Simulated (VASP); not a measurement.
# SiC (Moissanite) (P6_3mc) in VASP: further runs

The runs below take SiC (Moissanite) through single point, with r2SCAN+D3(BJ).

Program: VASP 6.6.1. These are calculated values, not measurements. Logs are shortened: lines on timing, memory, paths and dates and some standing lists are left out, and cuts for length are marked.

### Step 1. The cell of the first run

The structure is hexagonal, space group P6_3mc (No. 186). The conventional cell has a = 3.013 Å, b = 3.013 Å, c = 4.945 Å, α = 90.00°, β = 90.00°, γ = 120.00°. Si (site symmetry 3m) has 4 C at 1.83 to 1.90 Å within 2.4 Å. Within 2.4 Å of C (site symmetry 3m) lie 4 Si at 1.83 to 1.90 Å.

### Step 2. Single point, r2SCAN+D3(BJ)

File POSCAR:

```
SiC
1.0
    3.0132068704      0.0000000000      0.0000000000
   -1.5066034352      2.6095136966      0.0000000000
    0.0000000000      0.0000000000      4.9449506768
Si C
2 2
Direct
    0.6666666667      0.3333333333      0.5000000000
    0.3333333333      0.6666666667      0.0000000000
    0.6666666667      0.3333333333      0.8850000000
    0.3333333333      0.6666666667      0.3850000000
```

File INCAR.step1:

```
SYSTEM = SiC
PREC = Accurate
ENCUT = 520
ISMEAR = -1
SIGMA = 0.05
LREAL = .False.
LASPH = .True.
NELM = 80
NBANDS = 16
GGA = PE
ALGO = Normal
EDIFF = 1E-4
LWAVE = .True.
LCHARG = .False.
```

File INCAR.step2:

```
SYSTEM = SiC
PREC = Accurate
ENCUT = 520
EDIFF = 1E-6
ISMEAR = -1
SIGMA = 0.05
LREAL = .False.
LASPH = .True.
NELM = 80
ALGO = Normal
ISIF = 2
LWAVE = .False.
LCHARG = .False.
METAGGA = R2SCAN
LMIXTAU = .True.
IVDW = 12
VDW_S6 = 1.0
VDW_S8 = 0.78981345
VDW_A1 = 0.49484001
VDW_A2 = 5.73083694
NBANDS = 16
ISTART = 1
```

File KPOINTS:

```
Automatic mesh
0
Gamma
  10 10 5
  0 0 0
```

Potentials or basis: VASP PAW PBE potentials, release 64 (Si, C).

Run with:

```sh
> cat potpaw_PBE.64/Si/POTCAR potpaw_PBE.64/C/POTCAR > POTCAR
> cp INCAR.step1 INCAR
> mpirun -np 1 vasp_std > vasp.out
> cp INCAR.step2 INCAR
> mpirun -np 1 vasp_std > vasp.out
```

OUTCAR:

```text
SYSTEM = SiC
   PREC = Accurate
   ENCUT = 520
   EDIFF = 1E-6
   ISMEAR = -1
   LREAL = .False.
   LASPH = .True.
   NELM = 80
   ISIF = 2
   METAGGA = R2SCAN
   IVDW = 12
   ISTART = 1
 IVDW          = 12

 ion  position               nearest neighbor table
   1  0.667  0.333  0.500-   4 1.83   4 1.83   4 1.83   3 1.90   2 3.02   2 3.02   2 3.02   2 3.02
                             2 3.02   2 3.02
   2  0.333  0.667  0.000-   3 1.83   3 1.83   3 1.83   4 1.90   1 3.02   1 3.02   1 3.02   1 3.02
                             1 3.02   1 3.02
   3  0.667  0.333  0.885-   2 1.83   2 1.83   2 1.83   1 1.90
   4  0.333  0.667  0.385-   1 1.83   1 1.83   1 1.83   2 1.90

  LATTYP: Found a hexagonal cell.
 ALAT       =     3.0132068704
 C/A-ratio  =     1.6410923277

  Lattice vectors:

 A1 = (   3.0132068704,   0.0000000000,   0.0000000000)
 A2 = (  -1.5066034352,   2.6095136966,   0.0000000000)
 A3 = (   0.0000000000,   0.0000000000,   4.9449506768)

Analysis of symmetry for initial positions (statically):
=====================================================================
 Subroutine PRICEL returns:
 Original cell was already a primitive cell.

 Routine SETGRP: Setting up the symmetry group for a
 hexagonal supercell.

 Subroutine GETGRP returns: Found 12 space group operations
 (whereof  6 operations were pure point group operations)
 out of a pool of 24 trial point group operations.

The static configuration has the point symmetry C_3v.
 The point group associated with its full space group is C_6v.

Analysis of symmetry for dynamics (positions and initial velocities):
=====================================================================
 Subroutine PRICEL returns:
 Original cell was already a primitive cell.

 Routine SETGRP: Setting up the symmetry group for a
 hexagonal supercell.

 Subroutine GETGRP returns: Found 12 space group operations
 (whereof  6 operations were pure point group operations)
 out of a pool of 24 trial point group operations.

The dynamic configuration has the point symmetry C_3v.
 The point group associated with its full space group is C_6v.

 Subroutine INISYM returns: Found 12 space group operations
 (whereof  6 operations are pure point group operations),
 and found     1 'primitive' translations

----------------------------------------------------------------------------------------

                                     Primitive cell

  volume of cell :      38.8822

  direct lattice vectors                    reciprocal lattice vectors
     3.013206870  0.000000000  0.000000000     0.331872335  0.191606582  0.000000000
    -1.506603435  2.609513697  0.000000000     0.000000000  0.383213164  0.000000000
     0.000000000  0.000000000  4.944950677     0.000000000  0.000000000  0.202226486

  length of vectors
     3.013206870  3.013206870  4.944950677     0.383213164  0.383213164  0.202226486

  position of ions in fractional coordinates (direct lattice)
     0.666666667  0.333333333  0.500000000
     0.333333333  0.666666667  0.000000000
     0.666666667  0.333333333  0.885000000
     0.333333333  0.666666667  0.385000000

  ion indices of the primitive-cell ions
   primitive index   ion index
                 1           1
                 2           2
                 3           3
                 4           4

----------------------------------------------------------------------------------------

 KPOINTS: Automatic mesh

Automatic generation of k-mesh.
 Grid dimensions read from file:
 generate k-points for:   10   10    5

 Generating k-lattice:

  Cartesian coordinates                     Fractional coordinates (reciprocal lattice)
     0.033187234  0.019160658  0.000000000     0.100000000  0.000000000  0.000000000
     0.000000000  0.038321316  0.000000000     0.000000000  0.100000000  0.000000000
     0.000000000  0.000000000  0.040445297     0.000000000  0.000000000  0.200000000

  Length of vectors
     0.038321316  0.038321316  0.040445297

  Shift w.r.t. Gamma in fractional coordinates (k-lattice)
     0.000000000  0.000000000  0.000000000

 Subroutine IBZKPT returns following result:
 ===========================================

 Found     42 irreducible k-points:

 Following reciprocal coordinates:
            Coordinates               Weight
  0.000000  0.000000  0.000000      1.000000
  0.100000  0.000000  0.000000      6.000000
  0.200000  0.000000  0.000000      6.000000
  0.300000  0.000000  0.000000      6.000000
  0.400000  0.000000  0.000000      6.000000
  0.500000  0.000000  0.000000      3.000000
[... 16 lines left out ...]
  0.300000  0.100000  0.200000     24.000000
  0.400000  0.100000  0.200000     24.000000
 [... further k-points ...]
   k-points           NKPTS =     42   k-points in BZ     NKDIM =     42   number of bands    NBANDS=     16
   number of dos      NEDOS =    301   number of ions     NIONS =      4
   total plane-waves  NPLWV =  23040
   dimension x,y,z NGX =    24 NGY =   24 NGZ =   40
   dimension x,y,z NGXF=    48 NGYF=   48 NGZF=   80
   ions per type =               2   2
   NGX,Y,Z   is equivalent  to a cutoff of  13.24, 13.24, 13.45 a.u.
   NGXF,Y,Z  is equivalent  to a cutoff of  26.48, 26.48, 26.90 a.u.
 SYSTEM =  SiC
   PREC   = accura    normal or accurate (medium, high low for compatibility)
   ISTART =      1    job   : 0-new  1-cont  2-samecut
   ICHARG =      0    charge: 1-file 2-atom 10-const
   ISPIN  =      1    spin polarized calculation?
   LNONCOLLINEAR =      F non collinear calculations
   LSORBIT =      F    spin-orbit coupling
   LASPH  =      T    aspherical Exc in radial PAW
   ENCUT  =  520.0 eV  38.22 Ry    6.18 a.u.   5.60  5.60  9.19*2*pi/ulx,y,z
   NELM   =     80;   NELMIN=  2; NELMDL=  0     # of ELM steps
   EDIFF  = 0.1E-05   stopping-criterion for ELM
   LREAL  =      F    real-space projection
   EDIFFG = 0.1E-04   stopping-criterion for IOM
   NSW    =      0    number of steps for IOM
   IBRION =     -1    ionic relax: 0-MD 1-quasi-New 2-CG
   NFREE  =      0    steps in history (QN), initial steepest desc. (CG)
   ISIF   =      2    stress and relaxation
   ISYM   =      2    0-nonsym 1-usesym 2-fastsym
   POTIM  = 0.5000    time-step for ionic-motion
   TEBEG  =    0.0;   TEEND  =   0.0 temperature during run
   PSTRESS=    0.0 pullay stress
   NELECT =      16.0000    total number of electrons
   NUPDOWN=      -1.0000    fix difference up-down
   EMIN   =  10.00;   EMAX   =-10.00  energy-range for DOS
   EFERMI =   0.00;   METHOD = LEGACY
   ISMEAR =    -1;   SIGMA  =   0.05  broadening in eV -4-tet -1-fermi 0-gaus
   EFERMI_NEDOS =   21; number of points for ismear=-14 and -15
   IALGO  =     38    algorithm
   IMIX   =      4    mixing-type and parameters
     AMIX     =   0.40;   BMIX     =  1.00
     AMIX_MAG =   1.60;   BMIX_MAG =  1.00
  volume/ion in A,a.u.               =       9.72        65.60
  Fermi-wavevector in a.u.,A,eV,Ry     =   1.217675  2.301072 20.173793  1.482732
  Thomas-Fermi vector in A             =   2.352987
   LORBIT       =      0    0 simple, 1 ext, 2 COOP (PROOUT), +10 PAW based schemes
   METAGGA = R2SCAN    functional components
   LHFCALC =     F    Hartree Fock is set to
   AEXX    =    0.0000 exact exchange contribution
   IVDW    =    12    specifies the selected vdW correction
   LEPSILON=     F    determine dielectric tensor
   LRPA    =     F    only Hartree local field effects (RPA)
 non-spin polarized calculation
  energy-cutoff  :      520.00
  volume of cell :       38.88
 maximum number of plane-waves:      1087
 NGX is ok and might be reduce to    24
   NGX = 11   NGY = 11   NGZ = 19

 number of electron      15.9999999 magnetization

 Free energy of the ion-electron system (eV)
  ---------------------------------------------------
  ext. energy  EPLUGINS =         0.00000000
  ---------------------------------------------------
  free energy    TOTEN  =       -38.48326698 eV

  energy without entropy =      -38.48326698  energy(sigma->0) =      -38.48326698

 E-fermi :   9.9910     XC(G=0): -12.2056

 val. band max:        9.0165150934   @ k =   0.0000   0.0000   0.0000
 cond. band min:      11.7921038334   @ k =   0.3000   0.3000   0.0000
 fundamental gap:      2.7755887400
 Fermi energy:         9.9909561030

 k-point     1 :       0.0000    0.0000    0.0000
  band No.  band energies     occupation
      1      -8.0123      2.00000
      2      -4.2036      2.00000
      3      -0.3536      2.00000
      4       7.3416      2.00000
      5       7.3417      2.00000
      6       8.7226      2.00000
[... 8 lines left out ...]
     15      18.7931      0.00000
     16      21.2781      0.00000

 k-point     2 :       0.1000    0.0000    0.0000
  band No.  band energies     occupation
      1      -7.8236      2.00000
      2      -4.0440      2.00000
      3      -0.1750      2.00000
      4       6.3658      2.00000
      5       7.0249      2.00000
      6       8.0684      2.00000
[... 8 lines left out ...]
     15      19.2674      0.00000
     16      19.9718      0.00000

 k-point     3 :       0.2000    0.0000    0.0000
  band No.  band energies     occupation
      1      -7.2649      2.00000
      2      -3.5881      2.00000
      3       0.3421      2.00000
      4       4.3555      2.00000
      5       6.3699      2.00000
      6       6.5238      2.00000
[... 8 lines left out ...]
     15      19.7186      0.00000
     16      20.0205      0.00000
[... 362 lines left out ...]
 k-point    23 :       0.3000    0.1000    0.2000
  band No.  band energies     occupation
      1      -5.4872      2.00000
      2      -3.0799      2.00000
      3       1.0097      2.00000
      4       3.0506      2.00000
      5       3.4295      2.00000
      6       4.9834      2.00000
[... 8 lines left out ...]
     15      21.2416      0.00000
     16      22.1611      0.00000

 k-point    24 :       0.4000    0.1000    0.2000
  band No.  band energies     occupation
      1      -4.3747      2.00000
      2      -2.7803      2.00000
      3       0.2014      2.00000
      4       1.7498      2.00000
      5       3.9093      2.00000
      6       4.7767      2.00000
[... 8 lines left out ...]
     15      21.9046      0.00000
     16      23.3528      0.00000

 [... further k-points ...]

------------------------ aborting loop because EDIFF is reached ----------------------------------------

 Edisp (eV)   -0.60084

 E8    (eV) :    -0.1710

  FORCE on cell =-STRESS in cart. coord.  units (eV):
  Direction    XX          YY          ZZ          XY          YZ          ZX
  --------------------------------------------------------------------------------------
  -------------------------------------------------------------------------------------
  Total       3.79909     3.79909     2.11156     0.00000     0.00000     0.00000
  in kB     156.54499   156.54499    87.00869     0.00000     0.00000     0.00000
  external pressure =      133.37 kB  Pullay stress =        0.00 kB

 VOLUME and BASIS-vectors are now :
 -----------------------------------------------------------------------------
  energy-cutoff  :      520.00
  volume of cell :       38.88
      direct lattice vectors                 reciprocal lattice vectors
     3.013206870  0.000000000  0.000000000     0.331872335  0.191606582  0.000000000
    -1.506603435  2.609513697  0.000000000     0.000000000  0.383213164  0.000000000
     0.000000000  0.000000000  4.944950677     0.000000000  0.000000000  0.202226486

 POSITION                                       TOTAL-FORCE (eV/Angst)
 -----------------------------------------------------------------------------------
      1.50660      0.86984      2.47248         0.000000     -0.000000      0.873254
     -0.00000      1.73968      0.00000        -0.000000      0.000000      0.873254
      1.50660      0.86984      4.37628        -0.000000     -0.000000     -0.873254
     -0.00000      1.73968      1.90381        -0.000000     -0.000000     -0.873254
 -----------------------------------------------------------------------------------
    total drift:                               -0.000000      0.000000      0.000227

  FREE ENERGIE OF THE ION-ELECTRON SYSTEM (eV)
  ---------------------------------------------------
  free  energy   TOTEN  =       -39.0841068247 eV

  energy  without entropy=      -39.0841068247  energy(sigma->0) =      -39.08410682
```

Run time: 36 s. Hardware: 1 thread of Intel Xeon 6975P-C (Granite Rapids), shared host; peak memory 0.18 GiB.

What came out:

```
Free energy                : -39.0841 eV
Pressure                   : 13.3 GPa
Largest force              : 0.873 eV/Å
Band gap on the k mesh     : 2.78 eV, indirect (least direct gap 4.74 eV)
Dispersion energy per atom : -0.150 eV
```

Forces in eV/Å, atoms in the order of the input:
```
Si   0.000  0.000  0.873
Si   0.000  0.000  0.873
C    0.000  0.000 -0.873
C    0.000  0.000 -0.873
```

Caveat: the PAW data sets were made with another functional, which shifts forces and pressure a little. r2SCAN opens gaps a little over a GGA but as a rule still falls short of measured ones.

### Step 3. Single point, r2SCAN+D3(BJ)

This run uses another cell than the first one, of 9.93 Å³/atom, 1.021 times its volume.

File POSCAR:

```
SiC
1.0
    3.0344273363      0.0000000000      0.0000000000
   -1.5172136681      2.6278911591      0.0000000000
    0.0000000000      0.0000000000      4.9797754205
Si C
2 2
Direct
    0.6666666667      0.3333333333      0.5000000000
    0.3333333333      0.6666666667      0.0000000000
    0.6666666667      0.3333333333      0.8850000000
    0.3333333333      0.6666666667      0.3850000000
```

File INCAR.step1:

```
SYSTEM = SiC
  PREC = Accurate
  ENCUT = 520
  ISMEAR = -1
  SIGMA = 0.05
  LREAL = .False.
  LASPH = .True.
  NELM = 100
  NBANDS = 16
  GGA = PE
  ALGO = Normal
  EDIFF = 1E-4
  LWAVE = .True.
  LCHARG = .False.
```

File INCAR.step2:

```
SYSTEM = SiC
  PREC = Accurate
  ENCUT = 520
  EDIFF = 1E-6
  ISMEAR = -1
  SIGMA = 0.05
  LREAL = .False.
  LASPH = .True.
  NELM = 100
  ALGO = Normal
  ISIF = 2
  LWAVE = .False.
  LCHARG = .True.
  METAGGA = R2SCAN
  LMIXTAU = .True.
  IVDW = 12
  VDW_S6 = 1.0
  VDW_S8 = 0.78981345
  VDW_A1 = 0.49484001
  VDW_A2 = 5.73083694
  LELF = .True.
  LVHAR = .True.
  NBANDS = 16
  ISTART = 1
```

File KPOINTS:

```
regular mesh
0
Gamma
  10 10 5
  0 0 0
```

Potentials or basis: VASP PAW PBE potentials, release 64 (Si, C).

Run with:

```sh
> cat potpaw_PBE.64/Si/POTCAR potpaw_PBE.64/C/POTCAR > POTCAR
> cp INCAR.step1 INCAR
> mpirun -np 1 vasp_std > vasp.out
> cp INCAR.step2 INCAR
> mpirun -np 1 vasp_std > vasp.out
```

Run time: 40 s. Hardware: 1 thread of Intel Xeon 6975P-C (Granite Rapids), shared host; peak memory 0.18 GiB.

The run converged. Its results:

| Quantity | Value |
| --- | --- |
| Free energy | -39.1383 eV |
| Pressure | 7.6 GPa |
| Largest force | 0.837 eV/Å |
| Band gap on the k mesh | 2.81 eV, indirect (least direct gap 4.69 eV) |
| Dispersion energy per atom | -0.147 eV |

Forces on the atoms (eV/Å):
```
Si   0.000  0.000  0.837
Si   0.000  0.000  0.837
C    0.000  0.000 -0.837
C    0.000  0.000 -0.837
```

Stress tensor (GPa, compression positive):
```
9.61 0.00 0.00
0.00 9.61 0.00
0.00 0.00 3.70
```

Levels at points of the mesh, in eV from the valence-band top:
```csv
k point,band 6,band 7,band 8,band 9,band 10,band 11
"(0.00, 0.00, 0.00)",-0.29,-0.29,0.00,5.57,7.02,7.28
"(0.50, 0.00, 0.00)",-3.80,-3.45,-1.58,3.12,4.69,7.65
```

Caveat: the PAW data sets were made with another functional, which shifts forces and pressure a little.
